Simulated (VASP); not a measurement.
# WC (Qusongite) (P-6m2) in VASP: settings compared

The runs below take WC (Qusongite) through single point, with PBEsol, PBE.

Program: VASP 6.6.1. These are calculated values, not measurements. Logs are shortened: lines on timing, memory, paths and dates and some standing lists are left out, and cuts for length are marked.

### Step 1. The cell of the first run

It takes space group P-6m2 (No. 187, hexagonal). Conventional cell: a = 2.875 Å, b = 2.875 Å, c = 2.808 Å, α = 90.00°, β = 90.00°, γ = 120.00°. Within 2.9 Å of W (site symmetry -6m2) lie 6 C at 2.17 Å and 8 W at 2.81 to 2.87 Å. C (site symmetry -6m2) has 6 W at 2.17 Å and 8 C at 2.81 to 2.87 Å within 2.9 Å.

### Step 2. Single point, PBEsol

The input, INCAR:

```
PREC = Accurate ; ENCUT = 520
EDIFF = 1E-7 ; ISMEAR = -1
SIGMA = 0.05 ; LREAL = False
LASPH = True ; NELM = 80
ALGO = Normal ; ISIF = 2
LWAVE = False ; LCHARG = False
GGA = PS ; NBANDS = 16
```

The input, KPOINTS:

```
Automatic mesh
0
Gamma
  10 10 9
```

The input, POSCAR:

```
WC
1.0
    2.8749952588      0.0000000000      0.0000000000
   -1.4374976294      2.4898189299      0.0000000000
    0.0000000000      0.0000000000      2.8082884052
W C
1 1
Direct
    0.0000000000      0.0000000000      0.0000000000
    0.6666666667      0.3333333333      0.5000000000
```

Potentials or basis: VASP PAW PBE potentials, release 64 (W_sv, C).

Launch:

```bash
> cat potpaw_PBE.64/W_sv/POTCAR potpaw_PBE.64/C/POTCAR > POTCAR
> mpirun -np 1 vasp_std > vasp.out
```

OUTCAR:

```text
PREC = Accurate
   ENCUT = 520
   EDIFF = 1E-7
   ISMEAR = -1
   LREAL = False
   LASPH = True
   NELM = 80
   ISIF = 2
   GGA = PS

 ion  position               nearest neighbor table
   1  0.000  0.000  0.000-   2 2.17   2 2.17   2 2.17   2 2.17   2 2.17   2 2.17
   2  0.667  0.333  0.500-   1 2.17   1 2.17   1 2.17   1 2.17   1 2.17   1 2.17

  LATTYP: Found a hexagonal cell.
 ALAT       =     2.8749952588
 C/A-ratio  =     0.9767975779

  Lattice vectors:

 A1 = (   2.8749952588,   0.0000000000,   0.0000000000)
 A2 = (  -1.4374976294,   2.4898189299,   0.0000000000)
 A3 = (   0.0000000000,   0.0000000000,   2.8082884052)

Analysis of symmetry for initial positions (statically):
=====================================================================
 Subroutine PRICEL returns:
 Original cell was already a primitive cell.

 Routine SETGRP: Setting up the symmetry group for a
 hexagonal supercell.

 Subroutine GETGRP returns: Found 12 space group operations
 (whereof 12 operations were pure point group operations)
 out of a pool of 24 trial point group operations.

The static configuration has the point symmetry D_3h.

Analysis of symmetry for dynamics (positions and initial velocities):
=====================================================================
 Subroutine PRICEL returns:
 Original cell was already a primitive cell.

 Routine SETGRP: Setting up the symmetry group for a
 hexagonal supercell.

 Subroutine GETGRP returns: Found 12 space group operations
 (whereof 12 operations were pure point group operations)
 out of a pool of 24 trial point group operations.

The dynamic configuration has the point symmetry D_3h.

 Subroutine INISYM returns: Found 12 space group operations
 (whereof 12 operations are pure point group operations),
 and found     1 'primitive' translations

----------------------------------------------------------------------------------------

                                     Primitive cell

  volume of cell :      20.1023

  direct lattice vectors                    reciprocal lattice vectors
     2.874995259  0.000000000  0.000000000     0.347826661  0.200817816  0.000000000
    -1.437497629  2.489818930  0.000000000     0.000000000  0.401635632  0.000000000
     0.000000000  0.000000000  2.808288405     0.000000000  0.000000000  0.356088783

  length of vectors
     2.874995259  2.874995259  2.808288405     0.401635632  0.401635632  0.356088783

[... 68 lines left out ...]
   NGX,Y,Z   is equivalent  to a cutoff of  13.88, 13.88, 14.21 a.u.
   NGXF,Y,Z  is equivalent  to a cutoff of  27.76, 27.76, 28.42 a.u.
 SYSTEM =  unknown system
   PREC   = accura    normal or accurate (medium, high low for compatibility)
   ISTART =      0    job   : 0-new  1-cont  2-samecut
   ICHARG =      2    charge: 1-file 2-atom 10-const
   ISPIN  =      1    spin polarized calculation?
   LNONCOLLINEAR =      F non collinear calculations
   LSORBIT =      F    spin-orbit coupling
   LASPH  =      T    aspherical Exc in radial PAW
   ENCUT  =  520.0 eV  38.22 Ry    6.18 a.u.   5.35  5.35  5.22*2*pi/ulx,y,z
   NELM   =     80;   NELMIN=  2; NELMDL= -5     # of ELM steps
   EDIFF  = 0.1E-06   stopping-criterion for ELM
   LREAL  =      F    real-space projection
   EDIFFG = 0.1E-05   stopping-criterion for IOM
   NSW    =      0    number of steps for IOM
   IBRION =     -1    ionic relax: 0-MD 1-quasi-New 2-CG
   NFREE  =      0    steps in history (QN), initial steepest desc. (CG)
   ISIF   =      2    stress and relaxation
   ISYM   =      2    0-nonsym 1-usesym 2-fastsym
   POTIM  = 0.5000    time-step for ionic-motion
   TEBEG  =    0.0;   TEEND  =   0.0 temperature during run
   PSTRESS=    0.0 pullay stress
   NELECT =      18.0000    total number of electrons
   NUPDOWN=      -1.0000    fix difference up-down
   EMIN   =  10.00;   EMAX   =-10.00  energy-range for DOS
[... 5 lines left out ...]
     AMIX     =   0.40;   BMIX     =  1.00
     AMIX_MAG =   1.60;   BMIX_MAG =  1.00
  volume/ion in A,a.u.               =      10.05        67.83
  Fermi-wavevector in a.u.,A,eV,Ry     =   1.577914  2.981826 33.875978  2.489814
  Thomas-Fermi vector in A             =   2.678525
   LORBIT       =      0    0 simple, 1 ext, 2 COOP (PROOUT), +10 PAW based schemes
   GGA     = PS    functional components
   LHFCALC =     F    Hartree Fock is set to
   AEXX    =    0.0000 exact exchange contribution
   IVDW    =     0    specifies the selected vdW correction
   LEPSILON=     F    determine dielectric tensor
   LRPA    =     F    only Hartree local field effects (RPA)
 non-spin polarized calculation
  energy-cutoff  :      520.00
  volume of cell :       20.10
 maximum number of plane-waves:       556
 NGX is ok and might be reduce to    24
   NGX = 11   NGY = 11   NGZ = 11

 number of electron      18.0000000 magnetization

 Free energy of the ion-electron system (eV)
  ---------------------------------------------------
  ext. energy  EPLUGINS =         0.00000000
  ---------------------------------------------------
  free energy    TOTEN  =       -23.88599100 eV

  energy without entropy =      -23.88416390  energy(sigma->0) =      -23.88507745

 E-fermi :  11.3767     XC(G=0): -14.1054

 val. band max:       11.2745026316   @ k =   0.0000   0.0000   0.3333
 cond. band min:      11.3789084442   @ k =   0.1000   0.0000   0.3333
 fundamental gap:      0.1044058126
 Fermi energy:        11.3767381464

 k-point     1 :       0.0000    0.0000    0.0000
  band No.  band energies     occupation
      1     -62.4736      2.00000
      2     -26.4665      2.00000
      3     -26.3421      2.00000
      4     -26.3421      2.00000
      5      -3.2849      2.00000
      6       6.8741      2.00000
[... 433 lines left out ...]
      3     -26.5978      2.00000
      4     -26.4323      2.00000
      5       0.3030      2.00000
      6       4.3053      2.00000
[... 8 lines left out ...]
     15      25.1972      0.00000
     16      29.2244      0.00000

 [... further k-points ...]
[... 5 lines left out ...]
  --------------------------------------------------------------------------------------
  -------------------------------------------------------------------------------------
  Total        1.4197601      1.4197601      1.4651110     -0.0000000     -0.0000000      0.0000000
  in kB      113.1563513    113.1563513    116.7708695     -0.0000000     -0.0000000      0.0000000
  external PRESSURE =     114.3611907 kB  Pullay stress =       0.0000000 kB

 VOLUME and BASIS-vectors are now :
 -----------------------------------------------------------------------------
  energy-cutoff  :      520.00
  volume of cell :       20.10
      direct lattice vectors                 reciprocal lattice vectors
     2.874995259  0.000000000  0.000000000     0.347826661  0.200817816  0.000000000
    -1.437497629  2.489818930  0.000000000     0.000000000  0.401635632  0.000000000
     0.000000000  0.000000000  2.808288405     0.000000000  0.000000000  0.356088783

 POSITION                                       TOTAL-FORCE (eV/Angst)
 -----------------------------------------------------------------------------------
      0.00000      0.00000      0.00000        -0.000000      0.000000      0.000000
      1.43750      0.82994      1.40414         0.000000      0.000000      0.000000
 -----------------------------------------------------------------------------------
    total drift:                                0.000000     -0.000000      0.000000

  FREE ENERGIE OF THE ION-ELECTRON SYSTEM (eV)
  ---------------------------------------------------
  free  energy   TOTEN  =       -23.8859909958 eV

  energy  without entropy=      -23.8841639038  energy(sigma->0) =      -23.88507745
```

OSZICAR:

```text
N       E                     dE             d eps       ncg     rms          rms(c)
DAV:   1     0.109404739914E+03    0.10940E+03   -0.93718E+03  2240   0.126E+03
DAV:   2    -0.235241872668E+02   -0.13293E+03   -0.12827E+03  2616   0.339E+02
DAV:   3    -0.267650746386E+02   -0.32409E+01   -0.32291E+01  2528   0.504E+01
DAV:   4    -0.267812725032E+02   -0.16198E-01   -0.16197E-01  2864   0.399E+00
DAV:   5    -0.267813841540E+02   -0.11165E-03   -0.11165E-03  2528   0.314E-01    0.352E+01
DAV:   6    -0.239784290852E+02    0.28030E+01   -0.51698E+00  2752   0.248E+01    0.101E+01
DAV:   7    -0.239186942509E+02    0.59735E-01   -0.35587E-01  2344   0.460E+00    0.671E+00
DAV:   8    -0.238870559916E+02    0.31638E-01   -0.55783E-02  2432   0.187E+00    0.954E-01
DAV:   9    -0.238861212252E+02    0.93477E-03   -0.26836E-03  2512   0.371E-01    0.107E-01
DAV:  10    -0.238859940341E+02    0.12719E-03   -0.26888E-04  2704   0.197E-01    0.518E-02
DAV:  11    -0.238859918863E+02    0.21477E-05   -0.17111E-05  2536   0.382E-02    0.792E-03
DAV:  12    -0.238859910254E+02    0.86099E-06   -0.25796E-06  2544   0.129E-02    0.106E-03
DAV:  13    -0.238859909958E+02    0.29509E-07   -0.10456E-07  1984   0.274E-03
   1 F= -.23885991E+02 E0= -.23885077E+02  d E =-.182709E-02
```

stdout:

```text
POSCAR found type information on POSCAR W C
 POSCAR found :  2 types and       2 ions
 scaLAPACK will be used
 -----------------------------------------------------------------------------
|                                                                             |
|                                                                             |
|     You enforced a specific xc type in the INCAR file but a different       |
|     I HOPE YOU KNOW WHAT YOU ARE DOING!                                     |
|                                                                             |
 -----------------------------------------------------------------------------

 LDA part: xc-table for (Slater+PW92), standard interpolation
 POSCAR, INCAR and KPOINTS ok, starting setup
 FFT: planning ... GRIDC
 FFT: planning ... GRID_SOFT
 FFT: planning ... GRID
 WAVECAR not read
 entering main loop
```

It took 25 s on 1 thread of Intel Xeon 8259CL, shared host; peak memory 0.16 GiB.

Results:

```yaml
Free_energy: -23.8860 eV
Pressure: 11.4 GPa
Band_gap_on_the_k_mesh: zero (band 9 reaches 12.06 eV, above the bottom of band 10 at 10.80 eV)
```

Stress tensor (GPa, compression positive):
```
11.32  0.00  0.00
 0.00 11.32  0.00
 0.00  0.00 11.68
```

Caveat: the PAW data sets were made with another functional, which shifts forces and pressure a little; spin-orbit coupling is left out, which moves the levels of the heavy elements.

### Step 3. Single point, PBE

This run uses another cell than the first one, of 10.38 Å³/atom, 1.032 times its volume.

The input, INCAR:

```
  PREC = Accurate
  ENCUT = 520
  EDIFF = 1E-6
  ISMEAR = 0
  SIGMA = 0.020999999999999998
  LREAL = F
  LASPH = T
  NELM = 100
  ALGO = Normal
  ISIF = 2
  LWAVE = F
  LCHARG = F
  GGA = PE
  NBANDS = 16
```

KPOINTS is that of step 2.

The input, POSCAR:

```
WC
1.0
    2.9065000000      0.0000000000      0.0000000000
   -1.4532500000      2.5171028361      0.0000000000
    0.0000000000      0.0000000000      2.8366000000
W C
1 1
Direct
    0.0000000000      0.0000000000      0.0000000000
    0.6666666667      0.3333333333      0.5000000000
```

Potentials or basis: VASP PAW PBE potentials, release 64 (W_sv, C).

Launch:

```bash
> cat potpaw_PBE.64/W_sv/POTCAR potpaw_PBE.64/C/POTCAR > POTCAR
> mpirun -np 1 vasp_std > vasp.out
```

Run time: 27 s. Hardware: 1 thread of Intel Xeon 8259CL, shared host; peak memory 0.15 GiB.

The run converged. Its results:

```yaml
Free_energy: -22.4453 eV
Pressure: 6.7 GPa
Band_gap_on_the_k_mesh: zero (band 9 reaches 11.73 eV, above the bottom of band 10 at 10.54 eV)
```

Stress tensor (GPa, compression positive):
```
6.95 0.00 0.00
0.00 6.95 0.00
0.00 0.00 6.29
```

Levels at points of the mesh, in eV from the Fermi level:
```
           k point  band 5  band 6  band 7  band 8  band 9  band 10  band 11  band 12  band 13  band 14
(0.00, 0.00, 0.00)  -14.47   -4.33   -3.35   -3.35    0.07     3.22     3.22     5.61     5.61     6.37
(0.50, 0.00, 0.00)  -11.12   -7.05   -3.63   -3.58   -0.49     2.33     4.52     4.88     6.84     9.65
```

Caveat: spin-orbit coupling is left out, which moves the levels of the heavy elements.

### Step 4. Single point, PBE

This run uses another cell than the first one, of 10.38 Å³/atom, 1.032 times its volume.

The input, INCAR:

```
SYSTEM = WC
PREC     = Accurate       ! precision mode
ENCUT    = 520            ! plane-wave cutoff, eV
EDIFF    = 1E-7           ! SCF threshold, eV
ISMEAR   = 0              ! smearing method
SIGMA    = 0.024          ! smearing width, eV
LREAL    = .False.        ! projectors in reciprocal space
LASPH    = .True.         ! aspherical terms in the spheres
NELM     = 60             ! most SCF steps
ALGO     = Normal         ! electronic algorithm
ISIF     = 2              ! what is computed and relaxed
LWAVE    = .False.        ! write WAVECAR
LCHARG   = .False.        ! write CHGCAR
GGA      = PE             ! functional
NBANDS   = 16             ! bands
```

The input, KPOINTS:

```
Automatic mesh
0
Gamma
  10 10 9
  0 0 0
```

POSCAR is that of step 3.

Launch:

```bash
> cat potpaw_PBE.64/W_sv/POTCAR potpaw_PBE.64/C/POTCAR > POTCAR
> mpirun -np 1 vasp_std > vasp.out
```

It took 28 s on 1 thread of Intel Xeon 8259CL, shared host; peak memory 0.15 GiB.

The run converged. Its results:

* Free energy: -22.4453 eV
* Pressure: 6.7 GPa
* Band gap on the k mesh: zero (band 9 reaches 11.73 eV, above the bottom of band 10 at 10.54 eV)

Stress tensor (GPa, compression positive):
```
6.95 0.00 0.00
0.00 6.95 0.00
0.00 0.00 6.29
```

Levels at points of the mesh, in eV from the Fermi level:
| k point | band 5 | band 6 | band 7 | band 8 | band 9 | band 10 | band 11 | band 12 | band 13 | band 14 |
| --- | --- | --- | --- | --- | --- | --- | --- | --- | --- | --- |
| (0.00, 0.00, 0.00) | -14.47 | -4.32 | -3.34 | -3.34 | 0.07 | 3.22 | 3.22 | 5.61 | 5.61 | 6.37 |
| (0.50, 0.00, 0.00) | -11.12 | -7.05 | -3.63 | -3.58 | -0.49 | 2.33 | 4.52 | 4.88 | 6.84 | 9.65 |

Caveat: spin-orbit coupling is left out, which moves the levels of the heavy elements.

### Step 5. Overview

| level | cell | smearing | gap on the mesh (eV) | pressure (GPa) |
| --- | --- | --- | --- | --- |
| PBEsol | a = 2.875, b = 2.875, c = 2.808 Å, angles 90.0, 90.0, 120.0°, 2 atoms | fermi-dirac 0.05 eV | none | 11.4 |
| PBE | a = 2.906, b = 2.907, c = 2.837 Å, angles 90.0, 90.0, 120.0°, 2 atoms | gaussian 0.021 eV | none | 6.7 |
| PBE | a = 2.906, b = 2.907, c = 2.837 Å, angles 90.0, 90.0, 120.0°, 2 atoms | gaussian 0.024 eV | none | 6.7 |

Alike in all rows: task single point; potentials or basis VASP PAW PBE potentials, release 64 (W_sv, C); no spin polarisation; k mesh 10 × 10 × 9; cutoff (eV) 520.

Caveats: spin-orbit coupling is left out, which moves the levels of the heavy elements; the PAW data sets were made with another functional, which shifts forces and pressure a little (some runs).

Absolute energies hang on the potentials; compare differences alone.
